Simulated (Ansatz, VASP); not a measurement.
## One calculation of Mg, two programs

```
Mg
1.0
     3.19195    0.00000    0.00000
    -1.59597    2.76431    0.00000
     0.00000    0.00000    5.13238
Mg
2
Direct
  0.33333 0.66667 0.25000
  0.66667 0.33333 0.75000
```

Alike in both runs: functional r2SCAN; k mesh 15 × 15 × 8; occupations fermi-dirac, width 0.15 eV; no spin polarisation.

Ansatz relaxed the structure, and its values are those at the end. VASP's run is a single point on that final structure, the one shown.

```csv
,VASP,Ansatz
version,VASP 6.6.1,Ansatz 0.2.0
potentials or method,"VASP PAW PBE potentials, release 64 (Mg), cutoff 520 eV","scalar-relativistic, plane waves, PAW"
valence electrons in the cell,4,20
```

VASP gave:

- gap on the k mesh at the Fermi level (eV): none
- pressure (GPa): -0.3

Question: Estimate Ansatz's values.

Answer: gap on the k mesh at the Fermi level (eV): none; pressure (GPa): 0.0.

VASP's potentials were made for PBE, not for r2SCAN. A gap of «none» marks a metal or a gap that the smearing closes. VASP's potentials hold 4 valence electrons a cell and Ansatz's 20, so a difference there can come from the potentials and not from the codes.
